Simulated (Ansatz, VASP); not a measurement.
**One calculation of Hf, two programs**

The input INCAR:

```
SYSTEM = Hf
ALGO     = Normal         ! electronic algorithm
EDIFF    = 1E-6           ! SCF threshold, eV
ENCUT    = 520            ! plane-wave cutoff, eV
GGA      = PS             ! functional
ISIF     = 2              ! what is computed and relaxed
ISMEAR   = 0              ! smearing method
LASPH    = .TRUE.         ! aspherical terms in the spheres
LCHARG   = .FALSE.        ! write CHGCAR
LREAL    = .FALSE.        ! projectors in reciprocal space
LWAVE    = .FALSE.        ! write WAVECAR
NBANDS   = 11             ! bands
NELM     = 60             ! most SCF steps
PREC     = Accurate       ! precision mode
SIGMA    = 0.15           ! smearing width, eV
```

File KPOINTS:

```
k-points
0
G
  18 18 18
  0 0 0
```

Contents of POSCAR:

```
Hf
1.0
   -1.7779250000      1.7779250000      1.8320750000
    1.7779250000     -1.7779250000      1.8320750000
    1.7779250000      1.7779250000     -1.8320750000
Hf
1
Direct
    0.0000000000      0.0000000000      0.0000000000
```

Input for Ansatz:

```yaml
crystal:
  lattice:
    - [-1.777925, 1.777925, 1.832075]
    - [1.777925, -1.777925, 1.832075]
    - [1.777925, 1.777925, -1.832075]
  atoms:
    - { symbol: Hf, position: [0.0, 0.0, 0.0] }
basis:
  ecutwfc: 420
kpoints:
  mp_grid: { grid: [18, 18, 18] }
hamiltonian:
  xc: pbesol
scf:
  occupations: { method: gaussian, width: 0.15 }
output:
  forces: true
  stress: true
  eigenvalues: true
```

Change from the starting cell: strain -0.015 along x and y, +0.015 along z, atoms carried along.

Alike in both runs: task single point; functional PBEsol; k mesh 18 × 18 × 18; occupations gaussian, width 0.15 eV; no spin polarisation.

|  | VASP | Ansatz |
| --- | --- | --- |
| version | VASP 6.6.1 | Ansatz 0.2.0 |
| potentials or method | VASP PAW PBE potentials, release 64 (Hf_pv), cutoff 520 eV | scalar-relativistic, plane waves, PAW |
| valence electrons in the cell | 10 | 26 |

```csv
,VASP,Ansatz,Ansatz less VASP
gap on the k mesh at the Fermi level (eV),none,none,-
pressure (GPa),-8.1,-7.8,+0.31
"traceless stress, the component that is largest in VASP (GPa)",0.85,0.82,-0.026
```

VASP's potentials were made for PBE, not for PBEsol. A gap of «none» marks a metal or a gap that the smearing closes. The functional is the same, so the differences come from potentials, cutoffs and numerics. VASP's potentials hold 10 valence electrons a cell and Ansatz's 26, so a difference there can come from the potentials and not from the codes.

Neither program's run includes spin-orbit coupling.
